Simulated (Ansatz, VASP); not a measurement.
Two plane-wave programs on Ir

```xyz
2
Lattice="0.0000 -1.9352 -1.9352 0.0000 1.9352 -1.9352 3.8704 0.0000 0.0000" Properties=species:S:1:pos:R:3 pbc="T T T"
Ir    1.9352   -0.1030   -1.9352
Ir    0.0000    0.1030    0.0000
```

Change from the starting cell: mode 4 frozen in at -0.103 Å and mode 6 at -0.000 Å (largest displacements).

Alike in both runs: task single point; functional PBE; k mesh 16 × 16 × 12; occupations gaussian, width 0.15 eV; no spin polarisation.

|  | VASP | Ansatz |
| --- | --- | --- |
| version | VASP 6.6.1 | Ansatz 0.2.0 |
| potentials or method | VASP PAW PBE potentials, release 64 (Ir), cutoff 520 eV | scalar-relativistic, plane waves, PAW |
| valence electrons in the cell | 18 | 34 |

```csv
,VASP,Ansatz,Ansatz less VASP
gap on the k mesh at the Fermi level (eV),none,none,-
pressure (GPa),4.3,3.7,-0.60
"traceless stress, the component that is largest in VASP (GPa)",-5.41,-5.42,-0.013
rms of the force components (eV/Å),0.866,0.863,-0.0029
```

Atom by atom the forces differ by 0.003 eV/Å (rms over components). A gap of «none» marks a metal or a gap that the smearing closes. VASP's potentials hold 18 valence electrons a cell and Ansatz's 34, so a difference there can come from the potentials and not from the codes.

Neither program's run includes spin-orbit coupling.
